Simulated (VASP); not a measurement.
# Be (P6_3/mmc) in VASP: further runs

Be is run at these levels: PBEsol; tasks: relaxation of cell and atoms.

Everything below comes from runs of VASP 6.6.1. Logs are shortened: lines on timing, memory, paths and dates and some standing lists are left out, and cuts for length are marked.

## (1) The cell of the first run

Symmetry: P6_3/mmc, No. 194, hexagonal system. The conventional cell has a = 2.257 Å, b = 2.257 Å, c = 3.554 Å, α = 90.00°, β = 90.00°, γ = 120.00°. Within 2.9 Å of Be (site symmetry -6m2) lie 12 Be at 2.20 to 2.26 Å.

## (2) Relaxation of cell and atoms, PBEsol, target pressure 10 GPa, at which the enthalpy is minimised

INCAR reads:

```
PREC = Accurate ; ENCUT = 600
EDIFF = 1E-7 ; ISMEAR = -1
SIGMA = 0.1 ; LREAL = F
LASPH = T ; NELM = 80
ALGO = Normal ; ISIF = 3
LWAVE = F ; LCHARG = F
GGA = PS ; IBRION = 2
NSW = 100 ; EDIFFG = -0.002
PSTRESS = 100.0
```

KPOINTS reads:

```
regular mesh
0
Gamma
  24 24 14
```

POSCAR reads:

```
Be
1.0
    2.2567956629      0.0000000000      0.0000000000
   -1.1283978314      1.9544423752      0.0000000000
    0.0000000000      0.0000000000      3.5543541683
Be
2
Direct
    0.3333333333      0.6666666667      0.2500000000
    0.6666666667      0.3333333333      0.7500000000
```

Potentials or basis: VASP PAW PBE potentials, release 64 (Be).

Started as:

```
> cat potpaw_PBE.64/Be/POTCAR > POTCAR
> mpirun -np 1 vasp_std > vasp.out
```

OUTCAR:

```text
PREC = Accurate
   ENCUT = 600
   EDIFF = 1E-7
   ISMEAR = -1
   LREAL = F
   LASPH = T
   NELM = 80
   ISIF = 3
   GGA = PS
   IBRION = 2
   NSW = 100
   EDIFFG = -0.002
   PSTRESS = 100.0

 ion  position               nearest neighbor table
   1  0.333  0.667  0.250-   2 2.20   2 2.20   2 2.20   2 2.20   2 2.20   2 2.20
   2  0.667  0.333  0.750-   1 2.20   1 2.20   1 2.20   1 2.20   1 2.20   1 2.20

  LATTYP: Found a hexagonal cell.
 ALAT       =     2.2567956629
 C/A-ratio  =     1.5749561322

  Lattice vectors:

 A1 = (   2.2567956629,   0.0000000000,   0.0000000000)
 A2 = (  -1.1283978314,   1.9544423752,   0.0000000000)
 A3 = (   0.0000000000,   0.0000000000,   3.5543541683)

Analysis of symmetry for initial positions (statically):
=====================================================================
 Subroutine PRICEL returns:
 Original cell was already a primitive cell.

 Routine SETGRP: Setting up the symmetry group for a
 hexagonal supercell.

 Subroutine GETGRP returns: Found 24 space group operations
 (whereof 12 operations were pure point group operations)
 out of a pool of 24 trial point group operations.

The static configuration has the point symmetry D_3d.
 The point group associated with its full space group is D_6h.

Analysis of symmetry for dynamics (positions and initial velocities):
=====================================================================
 Subroutine PRICEL returns:
 Original cell was already a primitive cell.

 Routine SETGRP: Setting up the symmetry group for a
 hexagonal supercell.

 Subroutine GETGRP returns: Found 24 space group operations
 (whereof 12 operations were pure point group operations)
 out of a pool of 24 trial point group operations.

The dynamic configuration has the point symmetry D_3d.
 The point group associated with its full space group is D_6h.

 Subroutine INISYM returns: Found 24 space group operations
 (whereof 12 operations are pure point group operations),
 and found     1 'primitive' translations

----------------------------------------------------------------------------------------

                                     Primitive cell

  volume of cell :      15.6775

  direct lattice vectors                    reciprocal lattice vectors
     2.256795663  0.000000000  0.000000000     0.443106133  0.255827445  0.000000000
    -1.128397831  1.954442375  0.000000000     0.000000000  0.511654891  0.000000000
[... 90 lines left out ...]
   NFREE  =      1    steps in history (QN), initial steepest desc. (CG)
   ISIF   =      3    stress and relaxation
   ISYM   =      2    0-nonsym 1-usesym 2-fastsym
   POTIM  = 0.5000    time-step for ionic-motion
   TEBEG  =    0.0;   TEEND  =   0.0 temperature during run
   PSTRESS=  100.0 pullay stress
   NELECT =       4.0000    total number of electrons
   NUPDOWN=      -1.0000    fix difference up-down
   EMIN   =  10.00;   EMAX   =-10.00  energy-range for DOS
   EFERMI =   0.00;   METHOD = LEGACY
   ISMEAR =    -1;   SIGMA  =   0.10  broadening in eV -4-tet -1-fermi 0-gaus
   EFERMI_NEDOS =   21; number of points for ismear=-14 and -15
   IALGO  =     38    algorithm
   IMIX   =      4    mixing-type and parameters
     AMIX     =   0.40;   BMIX     =  1.00
     AMIX_MAG =   1.60;   BMIX_MAG =  1.00
  volume/ion in A,a.u.               =       7.84        52.90
  Fermi-wavevector in a.u.,A,eV,Ry     =   1.038332  1.962163 14.668894  1.078133
  Thomas-Fermi vector in A             =   2.172811
   LORBIT       =      0    0 simple, 1 ext, 2 COOP (PROOUT), +10 PAW based schemes
   GGA     = PS    functional components
   LHFCALC =     F    Hartree Fock is set to
   AEXX    =    0.0000 exact exchange contribution
   IVDW    =     0    specifies the selected vdW correction
   LEPSILON=     F    determine dielectric tensor
   LRPA    =     F    only Hartree local field effects (RPA)
 conjugate gradient relaxation of ions
 non-spin polarized calculation
  energy-cutoff  :      600.00
  volume of cell :       15.68
 maximum number of plane-waves:       541
 NGX is ok and might be reduce to    18
   NGX =  9   NGY =  9   NGZ = 15

--------------------------------------- Ionic step        1  -------------------------------------------

 number of electron       4.0000000 magnetization

 Free energy of the ion-electron system (eV)
  ---------------------------------------------------
  ext. energy  EPLUGINS =         0.00000000
  ---------------------------------------------------
  free energy    TOTEN  =        -7.99755806 eV

  energy without entropy =       -7.99201483  energy(sigma->0) =       -7.99478644

------------------------ aborting loop because EDIFF is reached ----------------------------------------

  FORCE on cell =-STRESS in cart. coord.  units (eV):
  Direction    XX          YY          ZZ          XY          YZ          ZX
  --------------------------------------------------------------------------------------
  -------------------------------------------------------------------------------------
  Total        0.0335196      0.0335196      0.0405851      0.0000000      0.0000000      0.0000000
  in kB        3.4255790      3.4255790      4.1476394      0.0000000      0.0000000      0.0000000
  external PRESSURE =     -96.3337342 kB  Pullay stress =     100.0000000 kB
[... 139 lines left out ...]
--------------------------------------- Ionic step        5  -------------------------------------------

 number of electron       4.0000000 magnetization

 Free energy of the ion-electron system (eV)
  ---------------------------------------------------
  ext. energy  EPLUGINS =         0.00000000
  ---------------------------------------------------
  free energy    TOTEN  =        -7.96527788 eV

  energy without entropy =       -7.95986851  energy(sigma->0) =       -7.96257319

 E-fermi :   7.6499     XC(G=0): -10.8656

 val. band max:        7.6413554053   @ k =   0.2917   0.2917   0.0000
 cond. band min:       7.6907172478   @ k =   0.2917   0.2500   0.0000
 fundamental gap:      0.0493618425
 Fermi energy:         7.6499074517

 k-point     1 :       0.0000    0.0000    0.0000
  band No.  band energies     occupation
      1      -4.1043      2.00000
      2       2.8847      2.00000
      3       9.0079      0.00000
      4      24.7335      0.00000
      5      24.7335      0.00000
      6      27.7184      0.00000
[... 199 lines left out ...]
 k-point    24 :       0.4583    0.0417    0.0000
  band No.  band energies     occupation
      1       2.2544      2.00000
      2       4.6796      2.00000
      3      11.3268      0.00000
      4      14.6863      0.00000
      5      14.8538      0.00000
      6      16.5738      0.00000

 [... further k-points ...]
[... 5 lines left out ...]
  --------------------------------------------------------------------------------------
  -------------------------------------------------------------------------------------
  Total        0.9134222      0.9134222      0.9136274      0.0000000      0.0000000     -0.0000000
  in kB      100.0212699    100.0212699    100.0437432      0.0000000      0.0000000     -0.0000000
  external PRESSURE =       0.0287610 kB  Pullay stress =     100.0000000 kB
[... 21 lines left out ...]
  energy  without entropy=       -7.9598685107  energy(sigma->0) =       -7.96257319

  enthalpy is  TOTEN    =        -7.0520499654 eV   P V=        0.9132279130

 reached required accuracy - stopping structural energy minimisation
```

CONTCAR:

```text
Be
   1.00000000000000
     2.2030222429557536    0.0000000000013537    0.0000000000000000
    -1.1015111214278959    1.9078732274787309   -0.0000000000000000
    -0.0000000000000000    0.0000000000000000    3.4811389933134840
  Be
     2
Direct
     0.3333333332999970    0.6666666667000030    0.2500000000000000
     0.6666666667000030    0.3333333332999970    0.7500000000000000

  0.00000000E+00  0.00000000E+00  0.00000000E+00
  0.00000000E+00  0.00000000E+00  0.00000000E+00
```

Run time: 59 s. Hardware: 1 thread of Intel Xeon Platinum 8375C at 2.90GHz (Ice Lake), shared host; peak memory 0.16 GiB.

What came out:

```yaml
Free_energy: -7.9653 eV
Relaxed_volume: 7.32 Å³/atom
Relaxed_cell: a = 2.203 Å, b = 2.203 Å, c = 3.481 Å, α = 90.00°, β = 90.00°, γ = 120.00°
Space_group_after_relaxing_to_0.05_Å: P6_3/mmc (No. 194)
Energy_change_on_relaxing_the_enthalpy_is_what_falls: +16.1 meV/atom
Ionic_steps: 5
Pressure_after_relaxing: 10.0 GPa
Band_gap_on_the_k_mesh: zero (band 2 reaches 8.66 eV, above the bottom of band 3 at 6.52 eV)
```

The path:
```
step  energy change (eV)  largest force (eV/Å)  pressure (GPa)  volume (Å³)
   1              0.0000                0.0000            0.37        15.68
   2              0.0324                0.0000           10.03        14.63
   3              0.0322                0.0000           10.00        14.64
   4              0.0323                0.0000           10.00        14.63
   5              0.0323                0.0000           10.00        14.63
```

Final structure:
```cif
data_structure
_symmetry_space_group_name_H-M 'P 1'
_symmetry_Int_Tables_number 1
_cell_length_a 2.2030
_cell_length_b 2.2030
_cell_length_c 3.4811
_cell_angle_alpha 90.000
_cell_angle_beta 90.000
_cell_angle_gamma 120.000
_cell_volume 14.63
loop_
_atom_site_label
_atom_site_type_symbol
_atom_site_fract_x
_atom_site_fract_y
_atom_site_fract_z
_atom_site_occupancy
Be1 Be 0.33333 0.66667 0.25000 1
Be2 Be 0.66667 0.33333 0.75000 1
```

Caveat: the cell is relaxed towards a set pressure, so the enthalpy falls and the energy may rise; the PAW data sets were made with another functional, which shifts forces and pressure a little.

## (3) Relaxation of cell and atoms, PBEsol, target pressure 15 GPa, at which the enthalpy is minimised

INCAR reads:

```
PREC = Accurate ; ENCUT = 600
EDIFF = 1E-7 ; ISMEAR = -1
SIGMA = 0.1 ; LREAL = False
LASPH = True ; NELM = 80
ALGO = Normal ; ISIF = 3
LWAVE = False ; LCHARG = False
GGA = PS ; IBRION = 2
NSW = 100 ; EDIFFG = -0.002
PSTRESS = 150.0
```

KPOINTS is that of step 2.

POSCAR is that of step 2.

Potentials or basis: VASP PAW PBE potentials, release 64 (Be).

Started as:

```
> cat potpaw_PBE.64/Be/POTCAR > POTCAR
> mpirun -np 1 vasp_std > vasp.out
```

It took 81 s on 1 thread of Intel Xeon Platinum 8375C at 2.90GHz (Ice Lake), shared host; peak memory 0.17 GiB.

It converged, with:

```yaml
Free_energy: -7.9307 eV
Relaxed_volume: 7.09 Å³/atom
Relaxed_cell: a = 2.180 Å, b = 2.180 Å, c = 3.448 Å, α = 90.00°, β = 90.00°, γ = 120.00°
Space_group_after_relaxing_to_0.05_Å: P6_3/mmc (No. 194)
Energy_change_on_relaxing_the_enthalpy_is_what_falls: +33.4 meV/atom
Ionic_steps: 7
Pressure_after_relaxing: 15.0 GPa
Band_gap_on_the_k_mesh: zero (band 2 reaches 8.94 eV, above the bottom of band 3 at 6.74 eV)
```

The path:
```csv
step,energy change (eV),largest force (eV/Å),pressure (GPa),volume (Å³)
1,0.0000,0.0000,0.37,15.68
2,0.0747,0.0000,16.05,14.11
3,0.0666,0.0000,15.03,14.19
4,0.0639,0.0000,14.68,14.22
5,0.0642,0.0000,14.69,14.22
6,0.0642,0.0000,14.69,14.22
7,0.0668,0.0000,15.03,14.19
```

Final structure:
```
Be
1.0
     2.17956    0.00000    0.00000
    -1.08978    1.88756    0.00000
     0.00000    0.00000    3.44849
Be
2
Direct
  0.33333 0.66667 0.25000
  0.66667 0.33333 0.75000
```

Levels at points of the mesh, in eV from the Fermi level:
| k point | band 1 | band 2 | band 3 | band 4 | band 5 |
| --- | --- | --- | --- | --- | --- |
| (0.00, 0.00, 0.00) | -11.92 | -4.90 | 1.45 | 17.53 | 17.53 |
| (0.50, 0.00, 0.00) | -5.41 | -3.20 | 3.90 | 6.88 | 7.47 |
| (0.00, 0.00, 0.50) | -9.70 | -9.70 | 11.51 | 11.51 | 19.31 |
| (0.50, 0.00, 0.50) | -3.95 | -3.95 | 1.97 | 1.97 | 13.10 |

Caveat: the cell is relaxed towards a set pressure, so the enthalpy falls and the energy may rise; the PAW data sets were made with another functional, which shifts forces and pressure a little.

(Part 1 of 2 ends here.)
